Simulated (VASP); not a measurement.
# BP (F-43m) in VASP: further runs

BP is run at these levels: r2SCAN, revPBE, BLYP+D3(BJ); tasks: single point, relaxation of cell and atoms.

Everything below comes from runs of VASP 6.6.1. Logs are shortened: lines on timing, memory, paths and dates and some standing lists are left out, and cuts for length are marked.

**1. The cell of the first run**

Symmetry: F-43m, No. 216, cubic system. Conventional cell: a = 4.568 Å, b = 4.568 Å, c = 4.568 Å, α = 90.00°, β = 90.00°, γ = 90.00°. P (site symmetry -43m) has 4 B at 1.98 Å within 2.6 Å. B (site symmetry -43m) has 4 P at 1.98 Å within 2.6 Å.

**2. Single point, r2SCAN**

Input file POSCAR:

```
BP
1.0
    0.0000000000      2.2840269280      2.2840269280
    2.2840269280      0.0000000000      2.2840269280
    2.2840269280      2.2840269280      0.0000000000
P B
1 1
Direct
    0.7500000000      0.7500000000      0.7500000000
    0.0000000000      0.0000000000      0.0000000000
```

Input file INCAR.step1:

```
PREC = Accurate
ENCUT = 520
ISMEAR = -1
SIGMA = 0.05
LREAL = False
LASPH = True
NELM = 60
NBANDS = 11
GGA = PE
ALGO = Normal
EDIFF = 1E-4
LWAVE = True
LCHARG = False
```

Input file INCAR.step2:

```
PREC = Accurate
ENCUT = 520
EDIFF = 1E-7
ISMEAR = -1
SIGMA = 0.05
LREAL = False
LASPH = True
NELM = 60
ALGO = Normal
ISIF = 2
LWAVE = False
LCHARG = False
METAGGA = R2SCAN
LMIXTAU = True
NBANDS = 11
ISTART = 1
```

Input file KPOINTS:

```
regular mesh
0
Gamma
  10 10 10
```

Potentials or basis: VASP PAW PBE potentials, release 64 (P, B).

On the command line:

```console
> cat potpaw_PBE.64/P/POTCAR potpaw_PBE.64/B/POTCAR > POTCAR
> cp INCAR.step1 INCAR
> mpirun -np 1 vasp_std > vasp.out
> cp INCAR.step2 INCAR
> mpirun -np 1 vasp_std > vasp.out
```

OUTCAR:

```text
PREC = Accurate
   ENCUT = 520
   EDIFF = 1E-7
   ISMEAR = -1
   LREAL = False
   LASPH = True
   NELM = 60
   ISIF = 2
   METAGGA = R2SCAN
   ISTART = 1

 ion  position               nearest neighbor table
   1  0.750  0.750  0.750-   2 1.98   2 1.98   2 1.98   2 1.98
   2  0.000  0.000  0.000-   1 1.98   1 1.98   1 1.98   1 1.98

  LATTYP: Found a face centered cubic cell.
 ALAT       =     4.5680538560

  Lattice vectors:

 A1 = (   0.0000000000,   2.2840269280,   2.2840269280)
 A2 = (   2.2840269280,   0.0000000000,   2.2840269280)
 A3 = (   2.2840269280,   2.2840269280,   0.0000000000)

Analysis of symmetry for initial positions (statically):
=====================================================================
 Subroutine PRICEL returns:
 Original cell was already a primitive cell.

 Routine SETGRP: Setting up the symmetry group for a
 face centered cubic supercell.

 Subroutine GETGRP returns: Found 24 space group operations
 (whereof 24 operations were pure point group operations)
 out of a pool of 48 trial point group operations.

The static configuration has the point symmetry T_d .

Analysis of symmetry for dynamics (positions and initial velocities):
=====================================================================
 Subroutine PRICEL returns:
 Original cell was already a primitive cell.

 Routine SETGRP: Setting up the symmetry group for a
 face centered cubic supercell.

 Subroutine GETGRP returns: Found 24 space group operations
 (whereof 24 operations were pure point group operations)
 out of a pool of 48 trial point group operations.

The dynamic configuration has the point symmetry T_d .

 Subroutine INISYM returns: Found 24 space group operations
 (whereof 24 operations are pure point group operations),
 and found     1 'primitive' translations

----------------------------------------------------------------------------------------

                                     Primitive cell

  volume of cell :      23.8305

  direct lattice vectors                    reciprocal lattice vectors
     0.000000000  2.284026928  2.284026928    -0.218911605  0.218911605  0.218911605
     2.284026928  0.000000000  2.284026928     0.218911605 -0.218911605  0.218911605
     2.284026928  2.284026928  0.000000000     0.218911605  0.218911605 -0.218911605

  length of vectors
     3.230101858  3.230101858  3.230101858     0.379166022  0.379166022  0.379166022

  position of ions in fractional coordinates (direct lattice)
     0.750000000  0.750000000  0.750000000
     0.000000000  0.000000000  0.000000000

  ion indices of the primitive-cell ions
   primitive index   ion index
                 1           1
                 2           2

----------------------------------------------------------------------------------------

 KPOINTS: regular mesh

Automatic generation of k-mesh.
 Grid dimensions read from file:
 generate k-points for:   10   10   10

 Generating k-lattice:

  Cartesian coordinates                     Fractional coordinates (reciprocal lattice)
    -0.021891160  0.021891160  0.021891160     0.100000000  0.000000000  0.000000000
     0.021891160 -0.021891160  0.021891160     0.000000000  0.100000000  0.000000000
     0.021891160  0.021891160 -0.021891160     0.000000000  0.000000000  0.100000000

  Length of vectors
     0.037916602  0.037916602  0.037916602

  Shift w.r.t. Gamma in fractional coordinates (k-lattice)
     0.000000000  0.000000000  0.000000000

 Subroutine IBZKPT returns following result:
 ===========================================

 Found     47 irreducible k-points:

 Following reciprocal coordinates:
            Coordinates               Weight
  0.000000  0.000000  0.000000      1.000000
  0.100000  0.000000  0.000000      8.000000
  0.200000  0.000000  0.000000      8.000000
  0.300000  0.000000  0.000000      8.000000
  0.400000  0.000000  0.000000      8.000000
  0.500000  0.000000  0.000000      4.000000
[... 16 lines left out ...]
  0.300000  0.300000  0.000000      6.000000
  0.400000  0.300000  0.000000     24.000000
 [... further k-points ...]
   k-points           NKPTS =     47   k-points in BZ     NKDIM =     47   number of bands    NBANDS=     11
   number of dos      NEDOS =    301   number of ions     NIONS =      2
   total plane-waves  NPLWV =  13824
   dimension x,y,z NGX =    24 NGY =   24 NGZ =   24
   dimension x,y,z NGXF=    48 NGYF=   48 NGZF=   48
   ions per type =               1   1
   NGX,Y,Z   is equivalent  to a cutoff of  12.35, 12.35, 12.35 a.u.
   NGXF,Y,Z  is equivalent  to a cutoff of  24.70, 24.70, 24.70 a.u.
 SYSTEM =  unknown system
   PREC   = accura    normal or accurate (medium, high low for compatibility)
   ISTART =      1    job   : 0-new  1-cont  2-samecut
   ICHARG =      0    charge: 1-file 2-atom 10-const
   ISPIN  =      1    spin polarized calculation?
   LNONCOLLINEAR =      F non collinear calculations
   LSORBIT =      F    spin-orbit coupling
   LASPH  =      T    aspherical Exc in radial PAW
   ENCUT  =  520.0 eV  38.22 Ry    6.18 a.u.   6.01  6.01  6.01*2*pi/ulx,y,z
   NELM   =     60;   NELMIN=  2; NELMDL=  0     # of ELM steps
   EDIFF  = 0.1E-06   stopping-criterion for ELM
   LREAL  =      F    real-space projection
   EDIFFG = 0.1E-05   stopping-criterion for IOM
   NSW    =      0    number of steps for IOM
   IBRION =     -1    ionic relax: 0-MD 1-quasi-New 2-CG
   NFREE  =      0    steps in history (QN), initial steepest desc. (CG)
   ISIF   =      2    stress and relaxation
   ISYM   =      2    0-nonsym 1-usesym 2-fastsym
   POTIM  = 0.5000    time-step for ionic-motion
   TEBEG  =    0.0;   TEEND  =   0.0 temperature during run
   PSTRESS=    0.0 pullay stress
   NELECT =       8.0000    total number of electrons
   NUPDOWN=      -1.0000    fix difference up-down
   EMIN   =  10.00;   EMAX   =-10.00  energy-range for DOS
   EFERMI =   0.00;   METHOD = LEGACY
   ISMEAR =    -1;   SIGMA  =   0.05  broadening in eV -4-tet -1-fermi 0-gaus
   EFERMI_NEDOS =   21; number of points for ismear=-14 and -15
   IALGO  =     38    algorithm
   IMIX   =      4    mixing-type and parameters
     AMIX     =   0.40;   BMIX     =  1.00
     AMIX_MAG =   1.60;   BMIX_MAG =  1.00
  volume/ion in A,a.u.               =      11.92        80.41
  Fermi-wavevector in a.u.,A,eV,Ry     =   1.137785  2.150102 17.613492  1.294555
  Thomas-Fermi vector in A             =   2.274490
   LORBIT       =      0    0 simple, 1 ext, 2 COOP (PROOUT), +10 PAW based schemes
   METAGGA = R2SCAN    functional components
   LHFCALC =     F    Hartree Fock is set to
   AEXX    =    0.0000 exact exchange contribution
   IVDW    =     0    specifies the selected vdW correction
   LEPSILON=     F    determine dielectric tensor
   LRPA    =     F    only Hartree local field effects (RPA)
 non-spin polarized calculation
  energy-cutoff  :      520.00
  volume of cell :       23.83
 maximum number of plane-waves:       656
   NGX = 13   NGY = 13   NGZ = 13

 number of electron       7.9999999 magnetization

 Free energy of the ion-electron system (eV)
  ---------------------------------------------------
  ext. energy  EPLUGINS =         0.00000000
  ---------------------------------------------------
  free energy    TOTEN  =       -17.30487438 eV

  energy without entropy =      -17.30487437  energy(sigma->0) =      -17.30487437

 E-fermi :   7.8725     XC(G=0): -11.4114

 val. band max:        7.1543664667   @ k =   0.0000   0.0000   0.0000
 cond. band min:       8.6272027972   @ k =   0.4000   0.4000   0.0000
 fundamental gap:      1.4728363306
 Fermi energy:         7.8724996613

 k-point     1 :       0.0000    0.0000    0.0000
  band No.  band energies     occupation
      1      -8.9229      2.00000
      2       7.1544      2.00000
      3       7.1544      2.00000
      4       7.1544      2.00000
      5      10.7658      0.00000
      6      10.7658      0.00000
      7      10.7658      0.00000
      8      14.8486      0.00000
      9      19.4105      0.00000
     10      19.7468      0.00000
     11      19.7468      0.00000

 k-point     2 :       0.1000    0.0000    0.0000
  band No.  band energies     occupation
      1      -8.7365      2.00000
      2       5.7988      2.00000
      3       6.8482      2.00000
      4       6.8482      2.00000
      5      11.1923      0.00000
      6      11.1923      0.00000
      7      11.2348      0.00000
      8      15.4106      0.00000
      9      19.0845      0.00000
     10      19.0845      0.00000
     11      19.9911      0.00000

 k-point     3 :       0.2000    0.0000    0.0000
  band No.  band energies     occupation
      1      -8.1850      2.00000
      2       3.3654      2.00000
      3       6.2644      2.00000
      4       6.2644      2.00000
      5      11.4460      0.00000
      6      11.9509      0.00000
      7      11.9509      0.00000
      8      16.7177      0.00000
      9      18.4931      0.00000
     10      18.4931      0.00000
     11      20.8470      0.00000

 k-point     4 :       0.3000    0.0000    0.0000
  band No.  band energies     occupation
      1      -7.3006      2.00000
      2       0.9194      2.00000
      3       5.7516      2.00000
      4       5.7516      2.00000
      5      11.3428      0.00000
      6      12.3085      0.00000
      7      12.3085      0.00000
      8      17.7859      0.00000
      9      19.1080      0.00000
     10      19.1080      0.00000
     11      21.0490      0.00000
[... 239 lines left out ...]
 k-point    22 :      -0.2000    0.2000    0.0000
  band No.  band energies     occupation
      1      -6.9986      2.00000
      2       1.6633      2.00000
      3       2.8591      2.00000
      4       5.8521      2.00000
      5      11.9463      0.00000
      6      12.7877      0.00000
      7      13.8936      0.00000
      8      15.9895      0.00000
      9      17.1207      0.00000
     10      21.5443      0.00000
     11      23.7200      0.00000

 k-point    23 :       0.3000    0.3000    0.0000
  band No.  band energies     occupation
      1      -6.7345      2.00000
      2       2.0595      2.00000
      3       3.8139      2.00000
      4       3.8139      2.00000
      5       8.9074      0.00000
      6      11.4121      0.00000
      7      16.5170      0.00000
      8      16.5170      0.00000
      9      20.8738      0.00000
     10      22.1128      0.00000
     11      24.5357      0.00000

 k-point    24 :       0.4000    0.3000    0.0000
  band No.  band energies     occupation
      1      -5.8805      2.00000
      2       0.6765      2.00000
      3       2.9740      2.00000
      4       3.5069      2.00000
      5       9.2099      0.00000
      6      11.1074      0.00000
      7      17.1604      0.00000
      8      17.1762      0.00000
      9      21.9485      0.00000
     10      23.0693      0.00000
     11      25.0039      0.00000

 [... further k-points ...]

------------------------ aborting loop because EDIFF is reached ----------------------------------------

  FORCE on cell =-STRESS in cart. coord.  units (eV):
  Direction    XX          YY          ZZ          XY          YZ          ZX
  --------------------------------------------------------------------------------------
  -------------------------------------------------------------------------------------
  Total       -0.5753594     -0.5753594     -0.5753594      0.0000000      0.0000000     -0.0000000
  in kB      -38.6826454    -38.6826454    -38.6826454      0.0000000      0.0000000     -0.0000000
  external PRESSURE =     -38.6826454 kB  Pullay stress =       0.0000000 kB

 VOLUME and BASIS-vectors are now :
 -----------------------------------------------------------------------------
  energy-cutoff  :      520.00
  volume of cell :       23.83
      direct lattice vectors                 reciprocal lattice vectors
     0.000000000  2.284026928  2.284026928    -0.218911605  0.218911605  0.218911605
     2.284026928  0.000000000  2.284026928     0.218911605 -0.218911605  0.218911605
     2.284026928  2.284026928  0.000000000     0.218911605  0.218911605 -0.218911605

 POSITION                                       TOTAL-FORCE (eV/Angst)
 -----------------------------------------------------------------------------------
      3.42604      3.42604      3.42604        -0.000000     -0.000000     -0.000000
      0.00000      0.00000      0.00000         0.000000      0.000000      0.000000
 -----------------------------------------------------------------------------------
    total drift:                               -0.000000     -0.000000     -0.000000

  FREE ENERGIE OF THE ION-ELECTRON SYSTEM (eV)
  ---------------------------------------------------
  free  energy   TOTEN  =       -17.3048743767 eV

  energy  without entropy=      -17.3048743710  energy(sigma->0) =      -17.30487437
```

It took 23 s on 1 thread of Intel Xeon Platinum 8488C (Sapphire Rapids), shared host; peak memory 0.14 GiB.

Results:

```yaml
Free_energy: -17.3049 eV
Pressure: -3.9 GPa
Band_gap_on_the_k_mesh: 1.47 eV, indirect (least direct gap 3.61 eV)
```

Levels at points of the mesh, in eV from the valence-band top:
| k point | band 1 | band 2 | band 3 | band 4 | band 5 | band 6 | band 7 | band 8 |
| --- | --- | --- | --- | --- | --- | --- | --- | --- |
| (0.00, 0.00, 0.00) | -16.08 | 0.00 | 0.00 | 0.00 | 3.61 | 3.61 | 3.61 | 7.69 |
| (0.50, 0.00, 0.00) | -12.66 | -9.35 | -1.84 | -1.84 | 4.01 | 5.02 | 5.02 | 10.84 |
| (0.50, 0.50, 0.00) | -11.03 | -9.02 | -4.27 | -4.27 | 1.58 | 1.93 | 12.87 | 12.87 |

Caveat: the PAW data sets were made with another functional, which shifts forces and pressure a little. A k mesh can miss the band edges.

**3. Relaxation of cell and atoms, revPBE**

This run uses another cell than the first one, of 11.68 Å³/atom, 0.980 times its volume.

Input file INCAR:

```
SYSTEM = BP
  PREC = Accurate
  ENCUT = 600
  EDIFF = 1E-6
  ISMEAR = -1
  SIGMA = 0.05
  LREAL = .False.
  LASPH = .True.
  NELM = 100
  ALGO = Normal
  ISIF = 3
  LWAVE = .False.
  LCHARG = .False.
  GGA = RE
  IBRION = 2
  NSW = 60
  EDIFFG = -0.01
```

Input file KPOINTS:

```
Automatic mesh
0
Gamma
  10 10 10
  0 0 0
```

Input file POSCAR:

```
BP
1.0
    0.0000000000      2.2690000000      2.2690000000
    2.2690000000      0.0000000000      2.2690000000
    2.2690000000      2.2690000000      0.0000000000
P B
1 1
Direct
    0.7500000000      0.7500000000      0.7500000000
    0.0000000000      0.0000000000      0.0000000000
```

Potentials or basis: VASP PAW PBE potentials, release 64 (P, B).

On the command line:

```console
> cat potpaw_PBE.64/P/POTCAR potpaw_PBE.64/B/POTCAR > POTCAR
> mpirun -np 1 vasp_std > vasp.out
```

OUTCAR:

```text
SYSTEM = BP
   PREC = Accurate
   ENCUT = 600
   EDIFF = 1E-6
   ISMEAR = -1
   LREAL = .False.
   LASPH = .True.
   NELM = 100
   ISIF = 3
   GGA = RE
   IBRION = 2
   NSW = 60
   EDIFFG = -0.01

 ion  position               nearest neighbor table
   1  0.750  0.750  0.750-   2 1.97   2 1.97   2 1.97   2 1.97
   2  0.000  0.000  0.000-   1 1.97   1 1.97   1 1.97   1 1.97

  LATTYP: Found a face centered cubic cell.
 ALAT       =     4.5380000000

  Lattice vectors:

 A1 = (   0.0000000000,   2.2690000000,   2.2690000000)
 A2 = (   2.2690000000,   0.0000000000,   2.2690000000)
 A3 = (   2.2690000000,   2.2690000000,   0.0000000000)

Analysis of symmetry for initial positions (statically):
[... 251 lines left out ...]
  ---------------------------------------------------
  free energy    TOTEN  =       -12.38775233 eV

  energy without entropy =      -12.38775229  energy(sigma->0) =      -12.38775231

 E-fermi :   7.9097     XC(G=0): -10.7787

 val. band max:        7.2929142934   @ k =   0.0000   0.0000   0.0000
 cond. band min:       8.5633016661   @ k =   0.4000   0.4000   0.0000
 fundamental gap:      1.2703873727
 Fermi energy:         7.9096580749

 k-point     1 :       0.0000    0.0000    0.0000
  band No.  band energies     occupation
      1      -8.0255      2.00000
      2       7.2929      1.99999
      3       7.2929      1.99999
      4       7.2929      1.99999
      5      10.6623      0.00000
      6      10.6623      0.00000
      7      10.6623      0.00000
      8      14.4299      0.00000
[... 243 lines left out ...]
 k-point    24 :       0.4000    0.3000    0.0000
  band No.  band energies     occupation
      1      -5.1298      2.00000
      2       1.1531      2.00000
      3       3.3071      2.00000
      4       3.8285      2.00000
      5       9.1260      0.00000
      6      10.9363      0.00000
      7      16.6595      0.00000
      8      16.6808      0.00000

 [... further k-points ...]
[... 5 lines left out ...]
  --------------------------------------------------------------------------------------
  -------------------------------------------------------------------------------------
  Total        0.0011064      0.0011064      0.0011064      0.0000000      0.0000000      0.0000000
  in kB        0.0745434      0.0745434      0.0745434      0.0000000      0.0000000      0.0000000
  external PRESSURE =       0.0745434 kB  Pullay stress =       0.0000000 kB
[... 17 lines left out ...]
  FREE ENERGIE OF THE ION-ELECTRON SYSTEM (eV)
  ---------------------------------------------------
  free  energy   TOTEN  =       -12.3877523260 eV

  energy  without entropy=      -12.3877522880  energy(sigma->0) =      -12.38775231

 reached required accuracy - stopping structural energy minimisation
```

OSZICAR:

```text
N       E                     dE             d eps       ncg     rms          rms(c)
DAV:   1     0.147667391825E+02    0.14767E+02   -0.44668E+03   752   0.100E+03
DAV:   2    -0.127399917741E+02   -0.27507E+02   -0.26613E+02  1184   0.121E+02
DAV:   3    -0.130416306632E+02   -0.30164E+00   -0.30164E+00   904   0.167E+01
DAV:   4    -0.130424406747E+02   -0.81001E-03   -0.81001E-03  1272   0.872E-01
[... 21 lines left out ...]
DAV:   2    -0.123880560475E+02    0.10656E-02   -0.22350E-03   992   0.298E-01    0.146E-01
DAV:   3    -0.123877705964E+02    0.28545E-03   -0.61106E-04   856   0.143E-01    0.429E-02
DAV:   4    -0.123877529955E+02    0.17601E-04   -0.22848E-05   976   0.367E-02    0.339E-02
DAV:   5    -0.123877517133E+02    0.12822E-05   -0.87716E-06  1032   0.216E-02    0.158E-02
DAV:   6    -0.123877523260E+02   -0.61266E-06   -0.29552E-07   384   0.449E-03
   3 F= -.12387752E+02 E0= -.12387752E+02  d E =-.367411E-02
```

It took 15 s on 1 thread of Intel Xeon Platinum 8488C (Sapphire Rapids), shared host; peak memory 0.15 GiB.

What came out:

```
Free energy                            : -12.3878 eV
Relaxed volume                         : 11.89 Å³/atom
Relaxed cell                           : a = 3.228 Å, b = 3.228 Å, c = 3.228 Å, α = 60.00°, β = 60.00°, γ = 60.00°
Space group after relaxing (to 0.05 Å) : F-43m (No. 216)
Energy gained by relaxing              : 1.8 meV/atom
Ionic steps                            : 3
Pressure after relaxing                : 0.0 GPa
Band gap on the k mesh                 : 1.27 eV, indirect (least direct gap 3.37 eV)
```

The path:
```tsv
step	energy change (eV)	largest force (eV/Å)	pressure (GPa)	volume (Å³)
1	0.0000	0.0000	2.88	23.36
2	-0.0018	0.0000	-1.92	24.08
3	-0.0037	0.0000	0.01	23.78
```

Final structure:
```xyz
2
Lattice="0.0000 2.2824 2.2824 2.2824 0.0000 2.2824 2.2824 2.2824 0.0000" Properties=species:S:1:pos:R:3 pbc="T T T"
P     3.4236    3.4236    3.4236
B     0.0000    0.0000    0.0000
```

Caveat: the PAW data sets were made with another functional, which shifts forces and pressure a little.

(Continued in part 2 of 2.)
